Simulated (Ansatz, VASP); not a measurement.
One calculation of InReSe4, two programs

```
In Re Se
1.0
     0.00000    4.10915    4.10915
     4.10915    0.00000    4.10915
     4.10915    4.10915    0.00000
In Re Se
1 1 4
Direct
  0.00000 0.00000 0.00000
  0.75000 0.75000 0.75000
  0.86993 0.37669 0.37669
  0.37669 0.37669 0.37669
  0.37669 0.86993 0.37669
  0.37669 0.37669 0.86993
```

Change from the starting cell: species swapped into the GdInPt4 type (F-43m, No. 216).

Alike in both runs: functional PBE; k mesh 8 × 8 × 8; occupations gaussian, width 0.1 eV; collinear spin.

Ansatz relaxed the structure, and its values are those at the end. VASP's run is a single point on that final structure, the one shown.

|  | VASP | Ansatz |
| --- | --- | --- |
| version | VASP 6.6.1 | Ansatz 0.2.0 |
| potentials or method | VASP PAW PBE potentials, release 64 (In_d, Re, Se), cutoff 520 eV | scalar-relativistic, plane waves, PAW |
| valence electrons in the cell | 44 | 92 |

Ansatz gave:

* gap on the k mesh at the Fermi level (eV): none
* pressure (GPa): 0.0
* rms of the force components (eV/Å): 0.007
* net moment per atom (μB): 0.76
* size of the moment on the site where the two differ most (μB): 3.94

Problem. What did VASP give for the same quantities?

Solution. gap on the k mesh at the Fermi level (eV): none; pressure (GPa): -0.1; rms of the force components (eV/Å): 0.007; net moment per atom (μB): 0.76; size of the moment on the site where the two differ most (μB): 3.82.

Site moments also hang on the region over which each program counts them. A gap of «none» marks a metal or a gap that the smearing closes. VASP's potentials hold 44 valence electrons a cell and Ansatz's 92, so a difference there can come from the potentials and not from the codes.

Spin-orbit coupling is off throughout.
